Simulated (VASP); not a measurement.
A run of VASP 6.6.1 is set up as follows.

File INCAR:

```
SYSTEM = LaSc
ALGO = Fast
EDIFF = 1E-6
ENCUT = 520
GGA = PE
ISIF = 2
ISMEAR = 0
LASPH = .TRUE.
LCHARG = .FALSE.
LREAL = .FALSE.
LWAVE = .FALSE.
NBANDS = 18
NELM = 80
PREC = Accurate
SIGMA = 0.1
```

File KPOINTS:

```
k-points
0
G
  6 6 6
  0 0 0
```

File POSCAR:

```
LaSc
1.0
    3.7008240100      0.0000000000      0.0000000000
    0.0000000000      3.7008240100      0.0000000000
    0.0000000000      0.0000000000      3.7008240100
La Sc
1 1
Direct
    0.0000000000      0.0000000000      0.0000000000
    0.5000000000      0.5000000000      0.5000000000
```

Potentials or basis: VASP PAW PBE potentials, release 64 (La, Sc_sv).

Run with:

```sh
$ cat potpaw_PBE.64/La/POTCAR potpaw_PBE.64/Sc_sv/POTCAR > POTCAR
$ mpirun -np 1 vasp_std > vasp.out
```

(1) Estimate the pressure.

(2) Predict the band gap on the k mesh.

## Answers

(1) 9.4 GPa.

(2) zero (band 11 reaches 8.16 eV, above the bottom of band 12 at 7.54 eV).

Caveat: spin-orbit coupling is left out, which moves the levels of the heavy elements.
